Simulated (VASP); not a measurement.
A run of VASP 6.6.1 is set up as follows.

File INCAR:

```
SYSTEM = P
ALGO = Normal ; DIPOL = 0.5 0.5 0.288
EDIFF = 1E-6 ; ENCUT = 520
GGA = PE ; IDIPOL = 3
ISIF = 2 ; ISMEAR = 0
IVDW = 12 ; LASPH = .True.
LCHARG = .False. ; LDIPOL = .True.
LREAL = .False. ; LWAVE = .False.
NBANDS = 18 ; NELM = 100
PREC = Accurate ; SIGMA = 0.02
```

Contents of KPOINTS:

```
k-points
0
Gamma
  9 9 1
  0 0 0
```

POSCAR

```
P
1.0
    3.2666330744     -0.0000002511      0.0000000000
   -1.6333163197      2.8289873528      0.0000000000
    0.0000000000      0.0000000000     34.6790344000
P
4
Direct
    0.6666666667      0.3333333333      0.2407849527
    0.3333333333      0.6666666667      0.2050741846
    0.3333333333      0.6666666667      0.3716431418
    0.0000000000      0.0000000000      0.3359323737
```

Potentials or basis: VASP PAW PBE potentials, release 64 (P).

Command:

```bash
$ cat potpaw_PBE.64/P/POTCAR > POTCAR
$ mpirun -np 1 vasp_std > vasp.out
```

Q: Estimate the dispersion energy per atom.

A: -0.265 eV.

Q: Estimate the band gap on the k mesh.

A: 1.18 eV (least direct gap 1.79 eV).

Forces in eV/Å, atoms in the order of the input:
```
P    0.000  0.000 -0.061
P    0.000  0.000  0.057
P    0.000  0.000 -0.057
P    0.000  0.000  0.061
```
